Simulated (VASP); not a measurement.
# LiH3 (Fm-3m) in VASP: notebook

LiH3 is run at these levels: PBE; tasks: single point, relaxation of cell and atoms.

Program: VASP 6.6.1. These are calculated values, not measurements. Logs are shortened: lines on timing, memory, paths and dates and some standing lists are left out, and cuts for length are marked.

## (1) The cell of the first run

It takes space group Fm-3m (No. 225, cubic). The conventional cell has a = 4.348 Å, b = 4.348 Å, c = 4.348 Å, α = 90.00°, β = 90.00°, γ = 90.00°. Li (site symmetry m-3m) has 14 H at 1.88 to 2.17 Å within 2.5 Å. Within 2.5 Å of H (site symmetry -43m) lie 4 Li at 1.88 Å and 10 H at 1.88 to 2.17 Å. Within 2.5 Å of H (site symmetry m-3m) lie 8 H at 1.88 Å and 6 Li at 2.17 Å.

The cell was built from a structure type or drawn by symmetry, and may not be a known phase.

## (2) Single point, PBE

File INCAR:

```
SYSTEM = LiH3
ALGO = Normal
EDIFF = 1E-7
ENCUT = 520
GGA = PE
ISIF = 2
ISMEAR = 0
LASPH = .True.
LCHARG = .False.
LREAL = .False.
LWAVE = .False.
NBANDS = 11
NELM = 60
PREC = Accurate
SIGMA = 0.1
```

File KPOINTS:

```
k-points
0
Gamma
  18 18 18
  0 0 0
```

File POSCAR:

```
LiH3
1.0
    0.0000000000      2.1738225734      2.1738225734
    2.1738225734      0.0000000000      2.1738225734
    2.1738225734      2.1738225734      0.0000000000
Li H
1 3
Direct
    0.0000000000      0.0000000000      0.0000000000
    0.2500000000      0.2500000000      0.2500000000
    0.7500000000      0.7500000000      0.7500000000
    0.5000000000      0.5000000000      0.5000000000
```

Potentials or basis: VASP PAW PBE potentials, release 64 (Li_sv, H).

On the command line:

```sh
$ cat potpaw_PBE.64/Li_sv/POTCAR potpaw_PBE.64/H/POTCAR > POTCAR
$ mpirun -np 1 vasp_std > vasp.out
```

OUTCAR:

```text
SYSTEM = LiH3
   EDIFF = 1E-7
   ENCUT = 520
   GGA = PE
   ISIF = 2
   ISMEAR = 0
   LASPH = .True.
   LREAL = .False.
   NELM = 60
   PREC = Accurate

 ion  position               nearest neighbor table
   1  0.000  0.000  0.000-
   2  0.250  0.250  0.250-
   3  0.750  0.750  0.750-
   4  0.500  0.500  0.500-

  LATTYP: Found a face centered cubic cell.
 ALAT       =     4.3476451468

  Lattice vectors:

 A1 = (   0.0000000000,   2.1738225734,   2.1738225734)
 A2 = (   2.1738225734,   0.0000000000,   2.1738225734)
 A3 = (   2.1738225734,   2.1738225734,   0.0000000000)

Analysis of symmetry for initial positions (statically):
=====================================================================
 Subroutine PRICEL returns:
 Original cell was already a primitive cell.

 Routine SETGRP: Setting up the symmetry group for a
 face centered cubic supercell.

 Subroutine GETGRP returns: Found 48 space group operations
 (whereof 48 operations were pure point group operations)
 out of a pool of 48 trial point group operations.

The static configuration has the point symmetry O_h .

Analysis of symmetry for dynamics (positions and initial velocities):
=====================================================================
 Subroutine PRICEL returns:
 Original cell was already a primitive cell.

 Routine SETGRP: Setting up the symmetry group for a
 face centered cubic supercell.

 Subroutine GETGRP returns: Found 48 space group operations
 (whereof 48 operations were pure point group operations)
 out of a pool of 48 trial point group operations.

The dynamic configuration has the point symmetry O_h .

 Subroutine INISYM returns: Found 48 space group operations
 (whereof 48 operations are pure point group operations),
 and found     1 'primitive' translations

----------------------------------------------------------------------------------------

                                     Primitive cell

  volume of cell :      20.5448

  direct lattice vectors                    reciprocal lattice vectors
     0.000000000  2.173822573  2.173822573    -0.230009572  0.230009572  0.230009572
     2.173822573  0.000000000  2.173822573     0.230009572 -0.230009572  0.230009572
     2.173822573  2.173822573  0.000000000     0.230009572  0.230009572 -0.230009572

  length of vectors
     3.074249365  3.074249365  3.074249365     0.398388265  0.398388265  0.398388265

  position of ions in fractional coordinates (direct lattice)
     0.000000000  0.000000000  0.000000000
     0.250000000  0.250000000  0.250000000
     0.750000000  0.750000000  0.750000000
     0.500000000  0.500000000  0.500000000

  ion indices of the primitive-cell ions
   primitive index   ion index
                 1           1
                 2           2
                 3           3
                 4           4

----------------------------------------------------------------------------------------

 KPOINTS: k-points

Automatic generation of k-mesh.
 Grid dimensions read from file:
 generate k-points for:   18   18   18

 Generating k-lattice:

  Cartesian coordinates                     Fractional coordinates (reciprocal lattice)
    -0.012778310  0.012778310  0.012778310     0.055555556  0.000000000  0.000000000
     0.012778310 -0.012778310  0.012778310     0.000000000  0.055555556  0.000000000
     0.012778310  0.012778310 -0.012778310     0.000000000  0.000000000  0.055555556

  Length of vectors
     0.022132681  0.022132681  0.022132681

  Shift w.r.t. Gamma in fractional coordinates (k-lattice)
     0.000000000  0.000000000  0.000000000

 Subroutine IBZKPT returns following result:
 ===========================================

 Found    195 irreducible k-points:

 Following reciprocal coordinates:
            Coordinates               Weight
  0.000000  0.000000  0.000000      1.000000
  0.055556  0.000000  0.000000      8.000000
  0.111111  0.000000  0.000000      8.000000
  0.166667  0.000000  0.000000      8.000000
  0.222222  0.000000  0.000000      8.000000
  0.277778  0.000000  0.000000      8.000000
[... 16 lines left out ...]
 -0.277778  0.055556  0.000000     24.000000
 -0.222222  0.055556  0.000000     24.000000
 [... further k-points ...]
   k-points           NKPTS =    195   k-points in BZ     NKDIM =    195   number of bands    NBANDS=     11
   number of dos      NEDOS =    301   number of ions     NIONS =      4
   total plane-waves  NPLWV =  13824
   dimension x,y,z NGX =    24 NGY =   24 NGZ =   24
   dimension x,y,z NGXF=    48 NGYF=   48 NGZF=   48
   ions per type =               1   3
   NGX,Y,Z   is equivalent  to a cutoff of  12.98, 12.98, 12.98 a.u.
   NGXF,Y,Z  is equivalent  to a cutoff of  25.96, 25.96, 25.96 a.u.
 SYSTEM =  LiH3
   PREC   = accura    normal or accurate (medium, high low for compatibility)
   ISTART =      0    job   : 0-new  1-cont  2-samecut
   ICHARG =      2    charge: 1-file 2-atom 10-const
   ISPIN  =      1    spin polarized calculation?
   LNONCOLLINEAR =      F non collinear calculations
   LSORBIT =      F    spin-orbit coupling
   LASPH  =      T    aspherical Exc in radial PAW
   ENCUT  =  520.0 eV  38.22 Ry    6.18 a.u.   5.72  5.72  5.72*2*pi/ulx,y,z
   NELM   =     60;   NELMIN=  2; NELMDL= -5     # of ELM steps
   EDIFF  = 0.1E-06   stopping-criterion for ELM
   LREAL  =      F    real-space projection
   EDIFFG = 0.1E-05   stopping-criterion for IOM
   NSW    =      0    number of steps for IOM
   IBRION =     -1    ionic relax: 0-MD 1-quasi-New 2-CG
   NFREE  =      0    steps in history (QN), initial steepest desc. (CG)
   ISIF   =      2    stress and relaxation
   ISYM   =      2    0-nonsym 1-usesym 2-fastsym
   POTIM  = 0.5000    time-step for ionic-motion
   TEBEG  =    0.0;   TEEND  =   0.0 temperature during run
   PSTRESS=    0.0 pullay stress
   NELECT =       6.0000    total number of electrons
   NUPDOWN=      -1.0000    fix difference up-down
   EMIN   =  10.00;   EMAX   =-10.00  energy-range for DOS
   EFERMI =   0.00;   METHOD = LEGACY
   ISMEAR =     0;   SIGMA  =   0.10  broadening in eV -4-tet -1-fermi 0-gaus
   EFERMI_NEDOS =   21; number of points for ismear=-14 and -15
   IALGO  =     38    algorithm
   IMIX   =      4    mixing-type and parameters
     AMIX     =   0.40;   BMIX     =  1.00
     AMIX_MAG =   1.60;   BMIX_MAG =  1.00
  volume/ion in A,a.u.               =       5.14        34.66
  Fermi-wavevector in a.u.,A,eV,Ry     =   1.086153  2.052532 16.051190  1.179729
  Thomas-Fermi vector in A             =   2.222284
   LORBIT       =      0    0 simple, 1 ext, 2 COOP (PROOUT), +10 PAW based schemes
   GGA     = PE    functional components
   LHFCALC =     F    Hartree Fock is set to
   AEXX    =    0.0000 exact exchange contribution
   IVDW    =     0    specifies the selected vdW correction
   LEPSILON=     F    determine dielectric tensor
   LRPA    =     F    only Hartree local field effects (RPA)
 non-spin polarized calculation
 Gauss-broadening in eV      SIGMA  =   0.10
  energy-cutoff  :      520.00
  volume of cell :       20.54
 maximum number of plane-waves:       568
   NGX = 11   NGY = 11   NGZ = 11

 number of electron       5.9999997 magnetization

 Free energy of the ion-electron system (eV)
  ---------------------------------------------------
  ext. energy  EPLUGINS =         0.00000000
  ---------------------------------------------------
  free energy    TOTEN  =        -9.84373804 eV

  energy without entropy =       -9.84038071  energy(sigma->0) =       -9.84205938

 E-fermi :   1.2932     XC(G=0):  -9.6941

 val. band max:        1.2746714988   @ k =  -0.4444   0.3333   0.1111
 cond. band min:       1.3020579127   @ k =  -0.2222   0.1667   0.0556
 fundamental gap:      0.0273864138
 Fermi energy:         1.2932297239

 k-point     1 :       0.0000    0.0000    0.0000
  band No.  band energies     occupation
      1     -43.3058      2.00000
      2      -8.4592      2.00000
      3       5.4101      0.00000
      4       8.0870      0.00000
      5      14.9656      0.00000
      6      14.9657      0.00000
      7      14.9657      0.00000
      8      16.6232      0.00000
      9      16.6232      0.00000
     10      16.6232      0.00000
     11      22.7741      0.00000

 k-point     2 :       0.0556    0.0000    0.0000
  band No.  band energies     occupation
      1     -43.3050      2.00000
      2      -8.4047      2.00000
      3       5.2701      0.00000
      4       7.9344      0.00000
      5      14.0852      0.00000
      6      14.6617      0.00000
      7      14.6617      0.00000
      8      17.0535      0.00000
      9      17.0535      0.00000
     10      17.8987      0.00000
     11      22.0100      0.00000

 k-point     3 :       0.1111    0.0000    0.0000
  band No.  band energies     occupation
      1     -43.3029      2.00000
      2      -8.2413      2.00000
      3       4.8291      0.00000
      4       7.5002      0.00000
      5      13.2147      0.00000
      6      14.1418      0.00000
      7      14.1418      0.00000
      8      17.9171      0.00000
      9      17.9171      0.00000
     10      19.9033      0.00000
     11      20.7842      0.00000
[... 267 lines left out ...]
 k-point    23 :      -0.2778    0.0556    0.0000
  band No.  band energies     occupation
      1     -43.2895      2.00000
      2      -6.8823      2.00000
      3       1.3291      0.61208
      4       5.5675      0.00000
      5      12.0457      0.00000
      6      13.5193      0.00000
      7      13.9038      0.00000
      8      15.8963      0.00000
      9      17.8827      0.00000
     10      21.7384      0.00000
     11      22.6005      0.00000

 k-point    24 :      -0.2222    0.0556    0.0000
  band No.  band energies     occupation
      1     -43.2938      2.00000
      2      -7.3939      2.00000
      3       2.5609      0.00000
      4       6.0014      0.00000
      5      12.2121      0.00000
      6      13.0772      0.00000
      7      14.2177      0.00000
      8      16.7130      0.00000
      9      18.7466      0.00000
     10      20.2329      0.00000
     11      22.5004      0.00000

 [... further k-points ...]

------------------------ aborting loop because EDIFF is reached ----------------------------------------

  FORCE on cell =-STRESS in cart. coord.  units (eV):
  Direction    XX          YY          ZZ          XY          YZ          ZX
  --------------------------------------------------------------------------------------
  -------------------------------------------------------------------------------------
  Total       -0.0376456     -0.0376456     -0.0376456     -0.0000000     -0.0000000      0.0000000
  in kB       -2.9357718     -2.9357718     -2.9357718     -0.0000000     -0.0000000      0.0000000
  external PRESSURE =      -2.9357718 kB  Pullay stress =       0.0000000 kB

 VOLUME and BASIS-vectors are now :
 -----------------------------------------------------------------------------
  energy-cutoff  :      520.00
  volume of cell :       20.54
      direct lattice vectors                 reciprocal lattice vectors
     0.000000000  2.173822573  2.173822573    -0.230009572  0.230009572  0.230009572
     2.173822573  0.000000000  2.173822573     0.230009572 -0.230009572  0.230009572
     2.173822573  2.173822573  0.000000000     0.230009572  0.230009572 -0.230009572

 POSITION                                       TOTAL-FORCE (eV/Angst)
 -----------------------------------------------------------------------------------
      0.00000      0.00000      0.00000         0.000000      0.000000      0.000000
      1.08691      1.08691      1.08691        -0.000000     -0.000000     -0.000000
      3.26073      3.26073      3.26073         0.000000      0.000000      0.000000
      2.17382      2.17382      2.17382         0.000000     -0.000000      0.000000
 -----------------------------------------------------------------------------------
    total drift:                               -0.000000      0.000000      0.000000

  FREE ENERGIE OF THE ION-ELECTRON SYSTEM (eV)
  ---------------------------------------------------
  free  energy   TOTEN  =        -9.8437380419 eV

  energy  without entropy=       -9.8403807087  energy(sigma->0) =       -9.84205938
```

Wall time 29 s (1 thread of Intel Xeon Platinum 8259CL at 2.50GHz (Skylake/Cascade Lake), shared host); peak memory 0.15 GiB.

What came out:

```yaml
Free_energy: -9.8437 eV
Band_gap_on_the_k_mesh: zero (bands 3 and 4 overlap by 6.59 eV)
```

Caveat: the cutoff is under 1.25 times the usual one of these potentials, so pressure, stress and relaxed cells hold a basis-set (Pulay) error.

## (3) Relaxation of cell and atoms, PBE

This run uses another cell than the first one, of 5.19 Å³/atom.

File INCAR:

```
ALGO = Normal ; EDIFF = 1E-6
EDIFFG = -0.01 ; ENCUT = 600
GGA = PE ; IBRION = 2
ISIF = 3 ; ISMEAR = 0
LASPH = T ; LCHARG = F
LREAL = F ; LWAVE = F
NELM = 80 ; NSW = 100
PREC = Accurate ; SIGMA = 0.1
```

File KPOINTS:

```
k-points
0
Gamma
  18 18 18
```

File POSCAR:

```
LiH3
1.0
    0.0000000000      2.1810273203      2.1810273203
    2.1810273203      0.0000000000      2.1810273203
    2.1810273203      2.1810273203      0.0000000000
Li H
1 3
Direct
    0.0000000000      0.0000000000      0.0000000000
    0.2500000000      0.2500000000      0.2500000000
    0.7500000000      0.7500000000      0.7500000000
    0.5000000000      0.5000000000      0.5000000000
```

Potentials or basis: VASP PAW PBE potentials, release 64 (Li_sv, H).

On the command line:

```sh
$ cat potpaw_PBE.64/Li_sv/POTCAR potpaw_PBE.64/H/POTCAR > POTCAR
$ mpirun -np 1 vasp_std > vasp.out
```

It took 75 s on 1 thread of Intel Xeon Platinum 8259CL at 2.50GHz (Skylake/Cascade Lake), shared host; peak memory 0.16 GiB.

The run converged. Its results:

```
Free energy                           : -9.8451 eV
Relaxed volume                        : 5.12 Å³/atom
Relaxed cell                          : a = 3.071 Å, b = 3.071 Å, c = 3.071 Å, α = 60.00°, β = 60.00°, γ = 60.00°
Space group after relaxing (to 0.1 Å) : Fm-3m (No. 225)
Energy gained by relaxing             : 0.2 meV/atom
Ionic steps                           : 3
Pressure after relaxing               : 0.0 GPa
Band gap on the k mesh                : zero (bands 3 and 4 overlap by 6.61 eV)
```

The path:
| step | energy change (eV) | largest force (eV/Å) | pressure (GPa) | volume (Å³) |
| --- | --- | --- | --- | --- |
| 1 | 0.0000 | 0.0000 | -0.75 | 20.75 |
| 2 | -0.0003 | 0.0000 | -0.55 | 20.68 |
| 3 | -0.0007 | 0.0000 | -0.01 | 20.47 |

Final structure:
```
CELL_PARAMETERS angstrom
0.00000 2.17126 2.17126
2.17126 0.00000 2.17126
2.17126 2.17126 0.00000
ATOMIC_POSITIONS crystal
Li 0.00000 0.00000 0.00000
H 0.25000 0.25000 0.25000
H 0.75000 0.75000 0.75000
H 0.50000 0.50000 0.50000
```

Levels at points of the mesh, in eV from the Fermi level:
| k point | band 1 | band 2 | band 3 | band 4 | band 5 | band 6 | band 7 |
| --- | --- | --- | --- | --- | --- | --- | --- |
| (0.00, 0.00, 0.00) | -44.60 | -9.78 | 4.13 | 6.82 | 13.70 | 13.70 | 13.70 |
| (0.50, 0.00, 0.00) | -44.57 | -6.39 | -3.24 | 3.81 | 11.75 | 11.75 | 13.49 |
| (0.50, 0.50, 0.00) | -44.56 | -4.62 | -2.57 | 0.45 | 6.65 | 6.65 | 11.35 |

Caveat: the cutoff is under 1.25 times the usual one of these potentials, so pressure, stress and relaxed cells hold a basis-set (Pulay) error.
